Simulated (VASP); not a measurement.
# ZnCu (Pm-3m) in VASP: a series of runs, part 2 of 2

VASP 6.6.1. The steps go on from the part before.

## (3) Single point, PBE

This run uses another cell than the first one, of 12.26 Å³/atom, 1.021 times its volume.

INCAR reads:

```
  ALGO = Normal
  EDIFF = 1E-6
  ENCUT = 520
  GGA = PE
  ISIF = 2
  ISMEAR = -1
  LASPH = T
  LCHARG = F
  LREAL = F
  LWAVE = F
  NBANDS = 18
  NELM = 80
  PREC = Accurate
  SIGMA = 0.1
```

KPOINTS reads:

```
k-points
0
Gamma
  8 8 8
```

POSCAR reads:

```
ZnCu
1.0
    2.9051978236      0.0000000000      0.0000000000
    0.0000000000      2.9051978236      0.0000000000
    0.0000000000      0.0000000000      2.9051978236
Zn Cu
1 1
Direct
    0.5000000000      0.5000000000      0.5000000000
    0.0000000000      0.0000000000      0.0000000000
```

Potentials or basis: VASP PAW PBE potentials, release 64 (Zn, Cu).

Launch:

```bash
cat potpaw_PBE.64/Zn/POTCAR potpaw_PBE.64/Cu/POTCAR > POTCAR
mpirun -np 1 vasp_std > vasp.out
```

OUTCAR:

```text
EDIFF = 1E-6
   ENCUT = 520
   GGA = PE
   ISIF = 2
   ISMEAR = -1
   LASPH = T
   LREAL = F
   NELM = 80
   PREC = Accurate

 ion  position               nearest neighbor table
   1  0.500  0.500  0.500-   2 2.52   2 2.52   2 2.52   2 2.52   2 2.52   2 2.52   2 2.52   2 2.52

   2  0.000  0.000  0.000-   1 2.52   1 2.52   1 2.52   1 2.52   1 2.52   1 2.52   1 2.52   1 2.52

  LATTYP: Found a simple cubic cell.
 ALAT       =     2.9051978236

  Lattice vectors:

 A1 = (   2.9051978236,   0.0000000000,   0.0000000000)
 A2 = (   0.0000000000,   2.9051978236,   0.0000000000)
 A3 = (   0.0000000000,   0.0000000000,   2.9051978236)

Analysis of symmetry for initial positions (statically):
=====================================================================
 Subroutine PRICEL returns:
 Original cell was already a primitive cell.

 Routine SETGRP: Setting up the symmetry group for a
 simple cubic supercell.

 Subroutine GETGRP returns: Found 48 space group operations
 (whereof 48 operations were pure point group operations)
[... 153 lines left out ...]

 number of electron      22.9999983 magnetization

 Free energy of the ion-electron system (eV)
  ---------------------------------------------------
  ext. energy  EPLUGINS =         0.00000000
  ---------------------------------------------------
  free energy    TOTEN  =        -4.98977721 eV

  energy without entropy =       -4.97028813  energy(sigma->0) =       -4.98003267

 E-fermi :   5.7444     XC(G=0): -12.6313

 val. band max:        5.5940739528   @ k =   0.3750   0.2500   0.1250
 cond. band min:       5.7770601052   @ k =   0.3750   0.3750   0.1250
 fundamental gap:      0.1829861523
 Fermi energy:         5.7444021904

 k-point     1 :       0.0000    0.0000    0.0000
  band No.  band energies     occupation
      1      -4.7193      2.00000
      2      -2.0507      2.00000
      3      -2.0507      2.00000
      4      -1.2850      2.00000
      5      -1.2850      2.00000
      6      -1.2850      2.00000
[... 481 lines left out ...]
      5      -1.0897      2.00000
      6       1.0388      2.00000
[... 10 lines left out ...]
     17      20.9589      0.00000
     18      21.8809      0.00000

 [... further k-points ...]
[... 5 lines left out ...]
  --------------------------------------------------------------------------------------
  -------------------------------------------------------------------------------------
  Total        1.3363205      1.3363205      1.3363205     -0.0000000     -0.0000000     -0.0000000
  in kB       87.3160513     87.3160513     87.3160513     -0.0000000     -0.0000000     -0.0000000
  external PRESSURE =      87.3160513 kB  Pullay stress =       0.0000000 kB

 VOLUME and BASIS-vectors are now :
 -----------------------------------------------------------------------------
  energy-cutoff  :      520.00
  volume of cell :       24.52
      direct lattice vectors                 reciprocal lattice vectors
     2.905197824  0.000000000  0.000000000     0.344210639  0.000000000  0.000000000
     0.000000000  2.905197824  0.000000000     0.000000000  0.344210639  0.000000000
     0.000000000  0.000000000  2.905197824     0.000000000  0.000000000  0.344210639

 POSITION                                       TOTAL-FORCE (eV/Angst)
 -----------------------------------------------------------------------------------
      1.45260      1.45260      1.45260         0.000000      0.000000      0.000000
      0.00000      0.00000      0.00000         0.000000      0.000000      0.000000
 -----------------------------------------------------------------------------------
    total drift:                                0.000000      0.000000     -0.000000

  FREE ENERGIE OF THE ION-ELECTRON SYSTEM (eV)
  ---------------------------------------------------
  free  energy   TOTEN  =        -4.9897772076 eV

  energy  without entropy=       -4.9702881348  energy(sigma->0) =       -4.98003267
```

It took 9.6 s on 1 thread of Intel Xeon Platinum 8259CL at 2.50GHz (Skylake/Cascade Lake), shared host; peak memory 0.14 GiB.

Results:

```
Free energy : -4.9898 eV
Pressure    : 8.7 GPa
```

Levels at points of the mesh, in eV from the Fermi level:
| k point | band 8 | band 9 | band 10 | band 11 | band 12 | band 13 | band 14 | band 15 |
| --- | --- | --- | --- | --- | --- | --- | --- | --- |
| (0.00, 0.00, 0.00) | -3.50 | -2.61 | -2.61 | -2.61 | 6.58 | 6.58 | 6.58 | 11.72 |
| (0.50, 0.00, 0.00) | -3.64 | -3.20 | -3.20 | -2.69 | -1.84 | 12.27 | 12.27 | 12.89 |
| (0.50, 0.50, 0.00) | -2.76 | -2.76 | -2.36 | -1.82 | -1.82 | 2.14 | 2.47 | 14.58 |
| (0.50, 0.50, 0.50) | -4.28 | -2.34 | -2.34 | 4.35 | 4.64 | 4.64 | 4.64 | 4.84 |

## (4) Single point, PBE

This run uses another cell than the first one, of 12.77 Å³/atom, 1.064 times its volume.

INCAR reads:

```
SYSTEM = ZnCu
PREC = Accurate
ENCUT = 520
EDIFF = 1E-6
ISMEAR = -1
SIGMA = 0.1
LREAL = .False.
LASPH = .True.
NELM = 100
ALGO = Normal
ISIF = 2
LWAVE = .False.
LCHARG = .True.
GGA = PE
LELF = .True.
LVHAR = .True.
NBANDS = 18
```

KPOINTS reads:

```
Automatic mesh
0
Gamma
  8 8 8
  0 0 0
```

POSCAR reads:

```
ZnCu
1.0
    2.9450000000      0.0000000000      0.0000000000
    0.0000000000      2.9450000000      0.0000000000
    0.0000000000      0.0000000000      2.9450000000
Zn Cu
1 1
Direct
    0.5000000000      0.5000000000      0.5000000000
    0.0000000000      0.0000000000      0.0000000000
```

Launch:

```bash
cat potpaw_PBE.64/Zn/POTCAR potpaw_PBE.64/Cu/POTCAR > POTCAR
mpirun -np 1 vasp_std > vasp.out
```

Run time: 9.8 s. Hardware: 1 thread of Intel Xeon Platinum 8259CL at 2.50GHz (Skylake/Cascade Lake), shared host; peak memory 0.15 GiB.

The run converged. Its results:

```yaml
Free_energy: -5.0271 eV
Pressure: 3.0 GPa
```

Levels at points of the mesh, in eV from the Fermi level:
```tsv
k point	band 9	band 10	band 11	band 12	band 13	band 14
(0.00, 0.00, 0.00)	-2.54	-2.54	-2.54	6.42	6.42	6.42
(0.50, 0.00, 0.00)	-3.09	-3.09	-2.61	-1.81	11.90	11.90
(0.50, 0.50, 0.00)	-2.69	-2.30	-1.70	-1.70	1.95	2.30
(0.50, 0.50, 0.50)	-2.28	-2.28	4.05	4.53	4.53	4.53
```

## (5) Single point, PBE

This run uses another cell than the first one, of 13.28 Å³/atom, 1.106 times its volume.

INCAR reads:

```
PREC = Accurate
ENCUT = 520
EDIFF = 1E-7
ISMEAR = -1
SIGMA = 0.1
LREAL = F
LASPH = T
NELM = 80
ALGO = Normal
ISIF = 2
LWAVE = F
LCHARG = F
GGA = PE
NBANDS = 18
```

KPOINTS reads:

```
Automatic mesh
0
Gamma
  8 8 8
```

POSCAR reads:

```
ZnCu
1.0
    2.9837544443      0.0000000000      0.0000000000
    0.0000000000      2.9837544443      0.0000000000
    0.0000000000      0.0000000000      2.9837544443
Zn Cu
1 1
Direct
    0.5000000000      0.5000000000      0.5000000000
    0.0000000000      0.0000000000      0.0000000000
```

Launch:

```bash
cat potpaw_PBE.64/Zn/POTCAR potpaw_PBE.64/Cu/POTCAR > POTCAR
mpirun -np 1 vasp_std > vasp.out
```

It took 10 s on 1 thread of Intel Xeon Platinum 8259CL at 2.50GHz (Skylake/Cascade Lake), shared host; peak memory 0.15 GiB.

Results (log left out):

```yaml
Free_energy: -5.0317 eV
Pressure: -1.5 GPa
```

Levels at points of the mesh, in eV from the Fermi level:
```csv
k point,band 7,band 8,band 9,band 10,band 11,band 12,band 13,band 14,band 15,band 16
"(0.00, 0.00, 0.00)",-3.28,-3.28,-2.48,-2.48,-2.48,6.27,6.27,6.27,11.20,11.20
"(0.50, 0.00, 0.00)",-4.91,-3.37,-2.99,-2.99,-2.54,-1.79,11.56,11.56,12.20,12.20
"(0.50, 0.50, 0.00)",-3.09,-2.63,-2.63,-2.25,-1.58,-1.58,1.77,2.14,13.70,15.39
"(0.50, 0.50, 0.50)",-3.94,-3.94,-2.23,-2.23,3.76,4.43,4.43,4.43,4.58,4.58
```

## (6) Overview

```tsv
cell	gap on the mesh (eV)	pressure (GPa)
a = 2.885 Å, 2 atoms	none	12.1
a = 2.905 Å, 2 atoms	none	8.7
a = 2.945 Å, 2 atoms	none	3.0
a = 2.984 Å, 2 atoms	none	-1.5
```

Alike in all rows: task single point; level PBE; potentials or basis VASP PAW PBE potentials, release 64 (Zn, Cu); no spin polarisation; k mesh 8 × 8 × 8; cutoff (eV) 520; smearing fermi-dirac 0.1 eV.

Absolute energies hang on the potentials; compare differences alone.
